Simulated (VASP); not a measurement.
A run of VASP 6.6.1:

File POSCAR:

```
Si
1.0
    0.0000000000      2.6662876123      2.6662876123
    2.6662876123      0.0000000000      2.6662876123
    2.6662876123      2.6662876123      0.0000000000
Si
2
Direct
    0.5000000000      0.5000000000      0.5000000000
    0.7500000000      0.7500000000      0.7500000000
```

INCAR.step1

```
PREC = Accurate
ENCUT = 520
EDIFF = 1E-5
ISMEAR = -1
SIGMA = 0.05
LREAL = F
LASPH = T
NELM = 100
ALGO = Normal
ISIF = 2
LWAVE = T
LCHARG = F
NBANDS = 11
GGA = PE
```

The input INCAR.step2:

```
PREC = Accurate
ENCUT = 520
EDIFF = 1E-6
ISMEAR = -1
SIGMA = 0.05
LREAL = F
LASPH = T
NELM = 100
ALGO = Normal
ISIF = 2
LWAVE = F
LCHARG = F
GGA = PS
LHFCALC = T
AEXX = 0.25
PRECFOCK = Normal
NBANDS = 11
ISTART = 1
```

Contents of KPOINTS:

```
Automatic mesh
0
Gamma
  4 4 4
```

Potentials or basis: VASP PAW PBE potentials, release 64 (Si).

Launch:

```console
$ cat potpaw_PBE.64/Si/POTCAR > POTCAR
$ cp INCAR.step1 INCAR
$ mpirun -np 1 vasp_std > vasp.out
$ cp INCAR.step2 INCAR
$ mpirun -np 1 vasp_std > vasp.out
```

Hardware: 1 thread of Intel(R) Xeon(R) 6975P-C (Granite Rapids), with other jobs on the host.

How long does it take, and how much memory?

It took 37 s on 1 thread of Intel(R) Xeon(R) 6975P-C (Granite Rapids) (shared host), peak memory 0.15 GiB. Counts: k points 8.
